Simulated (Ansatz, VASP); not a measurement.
**Two plane-wave programs on W**

```
CELL_PARAMETERS angstrom
-1.56744 1.56744 1.56744
1.56744 -1.56744 1.56744
1.56744 1.56744 -1.56744
ATOMIC_POSITIONS crystal
W 0.00000 0.00000 0.00000
```

Alike in both runs: functional LDA; k mesh 19 × 19 × 19; occupations fermi-dirac, width 0.1 eV; no spin polarisation.

Ansatz relaxed the structure, and its values are those at the end. VASP's run is a single point on that final structure, the one shown.

|  | VASP | Ansatz |
| --- | --- | --- |
| version | VASP 6.6.1 | Ansatz 0.2.0 |
| potentials or method | VASP PAW LDA potentials, release 64 (W_sv) | PAW with Ansatz's default frozen-core files, scalar-relativistic |
| plane-wave cutoff (eV) | 520 | 420 |
| valence electrons in the cell | 14 | 14 |

Ansatz gave:

* pressure (GPa): 0.0

Q: Estimate VASP's values.

A: Pressure (GPa): 2.0.

LDA's correlation is that of Perdew and Zunger in VASP and of Perdew and Wang (1992) in Ansatz.

Spin-orbit coupling is off throughout.
